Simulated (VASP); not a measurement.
# Al5As (P6/mmm) in VASP: a series of runs

Al5As is run at these levels: PBE; tasks: single point, relaxation of cell and atoms.

Everything below comes from runs of VASP 6.6.1. Logs are shortened: lines on timing, memory, paths and dates and some standing lists are left out, and cuts for length are marked.

## 1. The cell of the first run

It takes space group P6/mmm (No. 191, hexagonal). The conventional cell has a = 5.133 Å, b = 5.133 Å, c = 4.063 Å, α = 90.00°, β = 90.00°, γ = 120.00°. Al (site symmetry mmm) has 8 Al at 2.51 to 2.57 Å and 4 As at 3.27 Å within 3.3 Å. Within 3.3 Å of Al (site symmetry -6m2) lie 9 Al at 2.51 to 2.96 Å and 3 As at 2.96 Å. Within 3.9 Å of As (site symmetry 6/mmm) lie 18 Al at 2.96 to 3.27 Å.

## 2. Single point, PBE

INCAR

```
SYSTEM = Al5As
PREC = Accurate ; ENCUT = 520
EDIFF = 1E-7 ; ISMEAR = 0
SIGMA = 0.1 ; LREAL = .False.
LASPH = .True. ; NELM = 60
ALGO = Normal ; ISIF = 2
LWAVE = .False. ; LCHARG = .True.
GGA = PE ; LELF = .True.
LVHAR = .True. ; NBANDS = 19
```

KPOINTS

```
Automatic mesh
0
Gamma
  6 6 4
  0 0 0
```

POSCAR

```
Al5As
1.0
    5.1329287000      0.0000000000      0.0000000000
   -2.5664643500      4.4452466500      0.0000000000
    0.0000000000      0.0000000000      4.0633795600
Al As
5 1
Direct
    0.5000000000      0.0000000000      0.5000000000
    0.5000000000      0.5000000000      0.5000000000
    0.0000000000      0.5000000000      0.5000000000
    0.3333333300      0.6666666700      0.0000000000
    0.6666666700      0.3333333300      0.0000000000
    0.0000000000      0.0000000000      0.0000000000
```

Potentials or basis: VASP PAW PBE potentials, release 64 (Al, As).

Started as:

```
> cat potpaw_PBE.64/Al/POTCAR potpaw_PBE.64/As/POTCAR > POTCAR
> mpirun -np 1 vasp_std > vasp.out
```

OUTCAR:

```text
SYSTEM = Al5As
   PREC = Accurate
   ENCUT = 520
   EDIFF = 1E-7
   ISMEAR = 0
   LREAL = .False.
   LASPH = .True.
   NELM = 60
   ISIF = 2
   GGA = PE

 ion  position               nearest neighbor table
   1  0.500  0.000  0.500-   4 2.51   5 2.51   4 2.51   5 2.51   2 2.57   3 2.57   2 2.57   3 2.57

   2  0.500  0.500  0.500-   4 2.51   5 2.51   4 2.51   5 2.51   1 2.57   1 2.57   3 2.57   3 2.57

   3  0.000  0.500  0.500-   4 2.51   5 2.51   4 2.51   5 2.51   1 2.57   1 2.57   2 2.57   2 2.57

   4  0.333  0.667  0.000-   1 2.51   1 2.51   3 2.51   3 2.51   2 2.51   2 2.51   5 2.96   6 2.96
                             5 2.96   6 2.96   6 2.96   5 2.96
   5  0.667  0.333  0.000-   1 2.51   1 2.51   3 2.51   3 2.51   2 2.51   2 2.51   4 2.96   6 2.96
                             4 2.96   6 2.96   6 2.96   4 2.96
   6  0.000  0.000  0.000-   4 2.96   5 2.96   4 2.96   5 2.96   5 2.96   4 2.96

  LATTYP: Found a hexagonal cell.
 ALAT       =     5.1329287000
 C/A-ratio  =     0.7916298467

  Lattice vectors:

 A1 = (   5.1329287000,   0.0000000000,   0.0000000000)
 A2 = (  -2.5664643500,   4.4452466500,   0.0000000000)
 A3 = (   0.0000000000,   0.0000000000,   4.0633795600)

Analysis of symmetry for initial positions (statically):
=====================================================================
 Subroutine PRICEL returns:
 Original cell was already a primitive cell.

 Routine SETGRP: Setting up the symmetry group for a
 hexagonal supercell.

 Subroutine GETGRP returns: Found 24 space group operations
 (whereof 24 operations were pure point group operations)
 out of a pool of 24 trial point group operations.

The static configuration has the point symmetry D_6h.

Analysis of symmetry for dynamics (positions and initial velocities):
=====================================================================
 Subroutine PRICEL returns:
 Original cell was already a primitive cell.

 Routine SETGRP: Setting up the symmetry group for a
 hexagonal supercell.

 Subroutine GETGRP returns: Found 24 space group operations
 (whereof 24 operations were pure point group operations)
 out of a pool of 24 trial point group operations.

The dynamic configuration has the point symmetry D_6h.

 Subroutine INISYM returns: Found 24 space group operations
 (whereof 24 operations are pure point group operations),
 and found     1 'primitive' translations

----------------------------------------------------------------------------------------

                                     Primitive cell

  volume of cell :      92.7147

  direct lattice vectors                    reciprocal lattice vectors
     5.132928700  0.000000000  0.000000000     0.194820551  0.112479698  0.000000000
    -2.566464350  4.445246650  0.000000000     0.000000000  0.224959396  0.000000000
     0.000000000  0.000000000  4.063379560     0.000000000  0.000000000  0.246100564

  length of vectors
     5.132928700  5.132928700  4.063379560     0.224959396  0.224959396  0.246100564

  position of ions in fractional coordinates (direct lattice)
     0.500000000  0.000000000  0.500000000
     0.500000000  0.500000000  0.500000000
     0.000000000  0.500000000  0.500000000
     0.333333330  0.666666670  0.000000000
     0.666666670  0.333333330  0.000000000
     0.000000000  0.000000000  0.000000000

  ion indices of the primitive-cell ions
   primitive index   ion index
                 1           1
                 2           2
                 3           3
                 4           4
                 5           5
                 6           6

----------------------------------------------------------------------------------------

 KPOINTS: Automatic mesh

Automatic generation of k-mesh.
 Grid dimensions read from file:
 generate k-points for:    6    6    4

 Generating k-lattice:

  Cartesian coordinates                     Fractional coordinates (reciprocal lattice)
     0.032470092  0.018746616  0.000000000     0.166666667  0.000000000  0.000000000
     0.000000000  0.037493233  0.000000000     0.000000000  0.166666667  0.000000000
     0.000000000  0.000000000  0.061525141     0.000000000  0.000000000  0.250000000

  Length of vectors
     0.037493233  0.037493233  0.061525141

  Shift w.r.t. Gamma in fractional coordinates (k-lattice)
     0.000000000  0.000000000  0.000000000

 Subroutine IBZKPT returns following result:
 ===========================================

 Found     21 irreducible k-points:

 Following reciprocal coordinates:
            Coordinates               Weight
  0.000000  0.000000  0.000000      1.000000
  0.166667  0.000000  0.000000      6.000000
  0.333333  0.000000  0.000000      6.000000
  0.500000  0.000000  0.000000      3.000000
  0.166667  0.166667  0.000000      6.000000
  0.333333  0.166667  0.000000     12.000000
[... 13 lines left out ...]
  0.333333  0.166667  0.500000     12.000000
  0.333333  0.333333  0.500000      2.000000
   k-points           NKPTS =     21   k-points in BZ     NKDIM =     21   number of bands    NBANDS=     19
   number of dos      NEDOS =    301   number of ions     NIONS =      6
   total plane-waves  NPLWV =  48000
   dimension x,y,z NGX =    40 NGY =   40 NGZ =   30
   dimension x,y,z NGXF=    80 NGYF=   80 NGZF=   60
   ions per type =               5   1
   NGX,Y,Z   is equivalent  to a cutoff of  12.96, 12.96, 12.27 a.u.
   NGXF,Y,Z  is equivalent  to a cutoff of  25.91, 25.91, 24.55 a.u.
 SYSTEM =  Al5As
   PREC   = accura    normal or accurate (medium, high low for compatibility)
   ISTART =      0    job   : 0-new  1-cont  2-samecut
   ICHARG =      2    charge: 1-file 2-atom 10-const
   ISPIN  =      1    spin polarized calculation?
   LNONCOLLINEAR =      F non collinear calculations
   LSORBIT =      F    spin-orbit coupling
   LASPH  =      T    aspherical Exc in radial PAW
   ENCUT  =  520.0 eV  38.22 Ry    6.18 a.u.   9.54  9.54  7.56*2*pi/ulx,y,z
   NELM   =     60;   NELMIN=  2; NELMDL= -5     # of ELM steps
   EDIFF  = 0.1E-06   stopping-criterion for ELM
   LREAL  =      F    real-space projection
   EDIFFG = 0.1E-05   stopping-criterion for IOM
   NSW    =      0    number of steps for IOM
   IBRION =     -1    ionic relax: 0-MD 1-quasi-New 2-CG
   NFREE  =      0    steps in history (QN), initial steepest desc. (CG)
[... 5 lines left out ...]
   NELECT =      20.0000    total number of electrons
   NUPDOWN=      -1.0000    fix difference up-down
   EMIN   =  10.00;   EMAX   =-10.00  energy-range for DOS
   EFERMI =   0.00;   METHOD = LEGACY
   ISMEAR =     0;   SIGMA  =   0.10  broadening in eV -4-tet -1-fermi 0-gaus
   EFERMI_NEDOS =   21; number of points for ismear=-14 and -15
   IALGO  =     38    algorithm
   IMIX   =      4    mixing-type and parameters
     AMIX     =   0.40;   BMIX     =  1.00
     AMIX_MAG =   1.60;   BMIX_MAG =  1.00
  volume/ion in A,a.u.               =      15.45       104.28
  Fermi-wavevector in a.u.,A,eV,Ry     =   0.981828  1.855386 13.115824  0.963986
  Thomas-Fermi vector in A             =   2.112864
   LORBIT       =      0    0 simple, 1 ext, 2 COOP (PROOUT), +10 PAW based schemes
   GGA     = PE    functional components
   LHFCALC =     F    Hartree Fock is set to
   AEXX    =    0.0000 exact exchange contribution
   IVDW    =     0    specifies the selected vdW correction
   LEPSILON=     F    determine dielectric tensor
   LRPA    =     F    only Hartree local field effects (RPA)
 non-spin polarized calculation
 Gauss-broadening in eV      SIGMA  =   0.10
  energy-cutoff  :      520.00
  volume of cell :       92.71
 maximum number of plane-waves:      2559
 NGX is ok and might be reduce to    40
   NGX = 19   NGY = 19   NGZ = 15

 number of electron      20.0000000 magnetization

 Free energy of the ion-electron system (eV)
  ---------------------------------------------------
  ext. energy  EPLUGINS =         0.00000000
  ---------------------------------------------------
  free energy    TOTEN  =       -20.43815142 eV

  energy without entropy =      -20.41746255  energy(sigma->0) =      -20.42780698

 E-fermi :   8.5990     XC(G=0): -10.5774

 val. band max:        8.5951164151   @ k =   0.5000   0.0000   0.0000
 cond. band min:       8.6229658185   @ k =   0.3333   0.1667   0.5000
 fundamental gap:      0.0278494034
 Fermi energy:         8.5989789966

 k-point     1 :       0.0000    0.0000    0.0000
  band No.  band energies     occupation
      1      -4.4598      2.00000
      2       0.1622      2.00000
      3       2.3848      2.00000
      4       3.8057      2.00000
      5       3.8057      2.00000
      6       3.9792      2.00000
[... 11 lines left out ...]
     18      13.4002      0.00000
     19      13.4021      0.00000

 k-point     2 :       0.1667    0.0000    0.0000
  band No.  band energies     occupation
      1      -4.2781      2.00000
      2      -0.2654      2.00000
      3       1.4541      2.00000
      4       2.8987      2.00000
      5       3.8800      2.00000
      6       4.4918      2.00000
[... 11 lines left out ...]
     18      13.8725      0.00000
     19      14.1119      0.00000

 k-point     3 :       0.3333    0.0000    0.0000
  band No.  band energies     occupation
      1      -3.7688      2.00000
      2      -1.2871      2.00000
      3       0.6138      2.00000
      4       2.3022      2.00000
      5       4.9794      2.00000
      6       5.0469      2.00000
[... 11 lines left out ...]
     18      13.5093      0.00000
     19      15.2002      0.00000

 k-point     4 :       0.5000    0.0000    0.0000
  band No.  band energies     occupation
      1      -3.2920      2.00000
      2      -2.0181      2.00000
      3       0.3737      2.00000
      4       2.1026      2.00000
      5       5.8412      2.00000
      6       6.1087      2.00000
[... 11 lines left out ...]
     18      13.8676      0.00000
     19      14.6852      0.00000

 k-point     5 :       0.1667    0.1667    0.0000
  band No.  band energies     occupation
      1      -3.9299      2.00000
      2      -0.8660      2.00000
      3       0.3531      2.00000
      4       3.3350      2.00000
      5       3.8675      2.00000
      6       4.8628      2.00000
[... 11 lines left out ...]
     18      14.3903      0.00000
     19      14.7836      0.00000
[... 268 lines left out ...]
      2      -0.0090      2.00000
      3       0.3155      2.00000
      4       0.8478      2.00000
      5       2.9977      2.00000
      6       3.5968      2.00000
[... 11 lines left out ...]
     18      14.3378      0.00000
     19      14.7197      0.00000

 k-point    19 :       0.1667    0.1667    0.5000
  band No.  band energies     occupation
      1      -2.9219      2.00000
      2      -0.7658      2.00000
      3       1.1527      2.00000
      4       2.1120      2.00000
      5       2.7078      2.00000
      6       3.9301      2.00000
[... 11 lines left out ...]
     18      15.5211      0.00000
     19      16.3152      0.00000

 k-point    20 :       0.3333    0.1667    0.5000
  band No.  band energies     occupation
      1      -2.6248      2.00000
      2      -0.1028      2.00000
      3       0.5653      2.00000
      4       1.1258      2.00000
      5       1.9308      2.00000
      6       3.2057      2.00000
[... 11 lines left out ...]
     18      14.7607      0.00000
     19      15.7873      0.00000

 k-point    21 :       0.3333    0.3333    0.5000
  band No.  band energies     occupation
      1      -2.5134      2.00000
      2       0.5526      2.00000
      3       0.5526      2.00000
      4       0.9196      2.00000
      5       0.9196      2.00000
      6       2.5961      2.00000
[... 11 lines left out ...]
     18      14.8043      0.00000
     19      15.3346      0.00000

------------------------ aborting loop because EDIFF is reached ----------------------------------------

  FORCE on cell =-STRESS in cart. coord.  units (eV):
  Direction    XX          YY          ZZ          XY          YZ          ZX
  --------------------------------------------------------------------------------------
  -------------------------------------------------------------------------------------
  Total        8.9682847      8.9682847     17.9588815      0.0000000      0.0000000      0.0000000
  in kB      154.9785101    154.9785100    310.3425897      0.0000000      0.0000000      0.0000000
  external PRESSURE =     206.7665366 kB  Pullay stress =       0.0000000 kB

 VOLUME and BASIS-vectors are now :
 -----------------------------------------------------------------------------
  energy-cutoff  :      520.00
  volume of cell :       92.71
      direct lattice vectors                 reciprocal lattice vectors
     5.132928700  0.000000000  0.000000000     0.194820551  0.112479698  0.000000000
    -2.566464350  4.445246650  0.000000000     0.000000000  0.224959396  0.000000000
     0.000000000  0.000000000  4.063379560     0.000000000  0.000000000  0.246100564

 POSITION                                       TOTAL-FORCE (eV/Angst)
 -----------------------------------------------------------------------------------
      2.56646      0.00000      2.03169         0.000000      0.000000      0.000000
      1.28323      2.22262      2.03169         0.000000      0.000000      0.000000
     -1.28323      2.22262      2.03169         0.000000      0.000000      0.000000
     -0.00000      2.96350      0.00000        -0.000000      0.000000      0.000000
      2.56646      1.48175      0.00000         0.000000      0.000000      0.000000
      0.00000      0.00000      0.00000         0.000000      0.000000      0.000000
 -----------------------------------------------------------------------------------
    total drift:                               -0.000000      0.000000     -0.000000

  FREE ENERGIE OF THE ION-ELECTRON SYSTEM (eV)
  ---------------------------------------------------
  free  energy   TOTEN  =       -20.4381514175 eV

  energy  without entropy=      -20.4174625453  energy(sigma->0) =      -20.42780698
```

Run time: 17 s. Hardware: 1 thread of Intel Xeon 6975P-C (Granite Rapids), shared host; peak memory 0.21 GiB.

What came out:

```yaml
Free_energy: -20.4382 eV
Pressure: 20.7 GPa
Band_gap_on_the_k_mesh: zero (band 10 reaches 9.99 eV, above the bottom of band 11 at 6.57 eV)
```

Stress tensor (GPa, compression positive):
```
15.50  0.00  0.00
 0.00 15.50  0.00
 0.00  0.00 31.03
```

Caveat: the k points lie up to 0.39 Å⁻¹ apart.

## 3. Single point, PBE

This run uses another cell than the first one, of 18.68 Å³/atom, 1.209 times its volume.

INCAR

```
SYSTEM = Al5As
ALGO = Normal
EDIFF = 1E-6
ENCUT = 520
GGA = PE
ISIF = 2
ISMEAR = 0
LASPH = .True.
LCHARG = .True.
LELF = .True.
LREAL = .False.
LVHAR = .True.
LWAVE = .False.
NBANDS = 19
NELM = 100
PREC = Accurate
SIGMA = 0.1
```

KPOINTS

```
k-points
0
Gamma
  6 6 4
  0 0 0
```

POSCAR

```
Al5As
1.0
    5.3360214341      0.0000000000      0.0000000000
   -2.6680107171      4.6211301171      0.0000000000
    0.0000000000      0.0000000000      4.5449633907
Al As
5 1
Direct
    0.5000000000      0.0000000000      0.5000000000
    0.5000000000      0.5000000000      0.5000000000
    0.0000000000      0.5000000000      0.5000000000
    0.3333333333      0.6666666667      0.0000000000
    0.6666666667      0.3333333333      0.0000000000
    0.0000000000      0.0000000000      0.0000000000
```

Potentials or basis: VASP PAW PBE potentials, release 64 (Al, As).

Started as:

```
> cat potpaw_PBE.64/Al/POTCAR potpaw_PBE.64/As/POTCAR > POTCAR
> mpirun -np 1 vasp_std > vasp.out
```

Wall time 18 s (1 thread of Intel Xeon 6975P-C (Granite Rapids), shared host); peak memory 0.24 GiB.

It converged, with:

* Free energy: -21.7016 eV
* Pressure: 0.3 GPa
* Band gap on the k mesh: zero (band 10 reaches 7.86 eV, above the bottom of band 11 at 4.67 eV)

Stress tensor (GPa, compression positive):
```
0.31 0.00 0.00
0.00 0.31 0.00
0.00 0.00 0.21
```

Levels at points of the mesh, in eV from the Fermi level:
| k point | band 6 | band 7 | band 8 | band 9 | band 10 | band 11 | band 12 | band 13 | band 14 | band 15 |
| --- | --- | --- | --- | --- | --- | --- | --- | --- | --- | --- |
| (0.00, 0.00, 0.00) | -3.82 | -3.81 | -3.81 | -2.40 | 0.62 | 0.96 | 1.80 | 1.80 | 2.37 | 2.37 |
| (0.50, 0.00, 0.00) | -2.64 | -2.40 | -2.05 | -0.68 | -0.15 | 0.10 | 0.87 | 1.30 | 1.59 | 1.73 |
| (0.00, 0.00, 0.50) | -2.92 | -2.42 | -2.24 | -2.24 | -1.94 | -1.94 | -1.44 | -1.05 | -1.05 | 4.43 |
| (0.50, 0.00, 0.50) | -4.23 | -3.68 | -3.17 | 0.68 | 1.25 | 1.31 | 1.68 | 2.30 | 2.55 | 3.43 |

## 4. Relaxation of cell and atoms, PBE

INCAR

```
SYSTEM = Al5As
PREC = Accurate
ENCUT = 600
EDIFF = 1E-6
ISMEAR = 0
SIGMA = 0.1
LREAL = .False.
LASPH = .True.
NELM = 80
ALGO = Normal
ISIF = 3
LWAVE = .False.
LCHARG = .False.
GGA = PE
IBRION = 2
NSW = 90
EDIFFG = -0.04
```

KPOINTS

```
regular mesh
0
Gamma
  6 6 4
  0 0 0
```

POSCAR

```
Al5As
1.0
    5.1329287000      0.0000000000      0.0000000000
   -2.5664643500      4.4452466500      0.0000000000
    0.0000000000      0.0000000000      4.0633795600
Al As
5 1
Direct
    0.5000000000      0.0000000000      0.5000000000
    0.5000000000      0.5000000000      0.5000000000
    0.0000000000      0.5000000000      0.5000000000
    0.3333333300      0.6666666700      0.0000000000
    0.6666666700      0.3333333300      0.0000000000
    0.0000000000      0.0000000000      0.0000000000
```

Started as:

```
> cat potpaw_PBE.64/Al/POTCAR potpaw_PBE.64/As/POTCAR > POTCAR
> mpirun -np 1 vasp_std > vasp.out
```

Run time: 53 s. Hardware: 1 thread of Intel Xeon 6975P-C (Granite Rapids), shared host; peak memory 0.24 GiB.

It converged, with:

```
Free energy                            : -21.7014 eV
Relaxed volume                         : 18.80 Å³/atom
Relaxed cell                           : a = 5.349 Å, b = 5.349 Å, c = 4.552 Å, α = 90.00°, β = 90.00°, γ = 120.00°
Space group after relaxing (to 0.05 Å) : P6/mmm (No. 191)
Energy gained by relaxing              : 210.5 meV/atom
Ionic steps                            : 6
Pressure after relaxing                : -0.1 GPa
```

The path:
```tsv
step	energy change (eV)	largest force (eV/Å)	pressure (GPa)	volume (Å³)
1	0.0000	0.0000	20.68	92.71
2	-1.1265	0.0000	-4.29	121.96
3	-1.2441	0.0000	-0.19	113.19
4	-1.2445	0.0000	-0.51	113.78
5	-1.2610	0.0000	-0.26	113.07
6	-1.2627	0.0000	-0.14	112.78
```

Final structure:
```
Al As
1.0
     5.34879    0.00000    0.00000
    -2.67440    4.63219    0.00000
     0.00000    0.00000    4.55182
Al As
5 1
Direct
  0.50000 0.00000 0.50000
  0.50000 0.50000 0.50000
  0.00000 0.50000 0.50000
  0.33333 0.66667 0.00000
  0.66667 0.33333 0.00000
  0.00000 0.00000 0.00000
```

Levels at points of the mesh, in eV from the Fermi level:
| k point | band 7 | band 8 | band 9 | band 10 | band 11 | band 12 | band 13 | band 14 |
| --- | --- | --- | --- | --- | --- | --- | --- | --- |
| (0.00, 0.00, 0.00) | -3.80 | -3.80 | -2.39 | 0.61 | 0.96 | 1.79 | 1.79 | 2.37 |
| (0.50, 0.00, 0.00) | -2.38 | -2.05 | -0.68 | -0.14 | 0.09 | 0.85 | 1.30 | 1.59 |
| (0.00, 0.00, 0.50) | -2.43 | -2.23 | -2.23 | -1.95 | -1.95 | -1.43 | -1.04 | -1.04 |
| (0.50, 0.00, 0.50) | -3.66 | -3.17 | 0.67 | 1.24 | 1.29 | 1.66 | 2.29 | 2.54 |

Caveat: the k points lie up to 0.35 Å⁻¹ apart in the final cell; the volume moved by over 15 % at a fixed basis, so the end points are rough; the bands computed are all filled at some k points, so no gap is given.

## 5. Overview

```tsv
task	cell	cutoff (eV)	gap on the mesh (eV)	pressure (GPa)
single point	a = 5.133, b = 5.133, c = 4.063 Å, angles 90.0, 90.0, 120.0°, 6 atoms	520	none	20.7
single point	a = 5.336, b = 5.336, c = 4.545 Å, angles 90.0, 90.0, 120.0°, 6 atoms	520	none	0.3
relaxation of cell and atoms	relaxed from a = 5.133, b = 5.133, c = 4.063 Å, angles 90.0, 90.0, 120.0°, 6 atoms	600	-	-0.1
```

Alike in all rows: level PBE; potentials or basis VASP PAW PBE potentials, release 64 (Al, As); no spin polarisation; k mesh 6 × 6 × 4; smearing gaussian 0.1 eV.

Caveats: some runs use coarse meshes; the volume moved by over 15 % at a fixed basis, so the end points are rough (some runs); the bands computed are all filled at some k points, so no gap is given (some runs).

Absolute energies hang on the potentials; compare differences alone.
